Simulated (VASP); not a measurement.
A run of VASP 6.6.1 is set up as follows.

INCAR

```
SYSTEM = Y2Zr
  ALGO = Fast
  EDIFF = 1E-6
  EDIFFG = -0.01
  ENCUT = 600
  GGA = PE
  IBRION = 2
  ISIF = 3
  ISMEAR = 0
  LASPH = .TRUE.
  LCHARG = .FALSE.
  LREAL = .FALSE.
  LWAVE = .FALSE.
  NELM = 100
  NSW = 100
  PREC = Accurate
  SIGMA = 0.1
```

File KPOINTS:

```
k-points
0
G
  12 12 12
  0 0 0
```

POSCAR

```
Y2Zr
1.0
    0.0000000000      3.7112724102      3.7112724102
    3.7112724102      0.0000000000      3.7112724102
    3.7112724102      3.7112724102      0.0000000000
Y Zr
2 1
Direct
    0.2500000000      0.2500000000      0.2500000000
    0.7500000000      0.7500000000      0.7500000000
    0.0000000000      0.0000000000      0.0000000000
```

Potentials or basis: VASP PAW PBE potentials, release 64 (Y_sv, Zr_sv).

Command:

```bash
$ cat potpaw_PBE.64/Y_sv/POTCAR potpaw_PBE.64/Zr_sv/POTCAR > POTCAR
$ mpirun -np 1 vasp_std > vasp.out
```

Predict the relaxed volume.

33.97 Å³/atom.

Estimate the band gap on the k mesh.

zero (bands 17 and 18 overlap by 0.29 eV).

Final structure:
```
Y Zr
1.0
     0.00000    3.70726    3.70726
     3.70726    0.00000    3.70726
     3.70726    3.70726    0.00000
Y Zr
2 1
Cartesian
  1.8536 1.8536 1.8536
  5.5609 5.5609 5.5609
  0.0000 3.7073 3.7073
```
